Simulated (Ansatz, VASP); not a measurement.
**One calculation of MgO2, two programs**

```
CELL_PARAMETERS angstrom
1.57848 0.91134 3.46190
-1.57848 0.91134 3.46190
0.00000 -1.82267 3.46190
ATOMIC_POSITIONS crystal
Mg 0.00000 0.00000 0.00000
O 0.42912 0.42912 0.42912
O 0.57088 0.57088 0.57088
```

Alike in both runs: task single point; functional PBEsol; k mesh 6 × 6 × 6; no spin polarisation.

|  | VASP | Ansatz |
| --- | --- | --- |
| version | VASP 6.6.1 | Ansatz 0.2.0 |
| potentials or method | VASP PAW PBE potentials, release 64 (Mg, O) | plane waves, PAW |
| plane-wave cutoff (eV) | 520 | 420 |
| occupations | gaussian, width 0.01 eV | fixed |
| valence electrons in the cell | 14 | 22 |

Ansatz gave:

```
gap on the k mesh at the Fermi level (eV)                     : 2.43
pressure (GPa)                                                : 0.5
traceless stress, the component that is largest in VASP (GPa) : -1.11
rms of the force components (eV/Å)                            : 0.047
```

Task: Estimate VASP's values.

Result: gap on the k mesh at the Fermi level (eV): 2.41; pressure (GPa): 0.4; traceless stress, the component that is largest in VASP (GPa): 0.08; rms of the force components (eV/Å): 0.048.

VASP's potentials were made for PBE, not for PBEsol. Atom by atom the forces differ by 0.095 eV/Å (rms over components). VASP's potentials hold 14 valence electrons a cell and Ansatz's 22, so a difference there can come from the potentials and not from the codes.
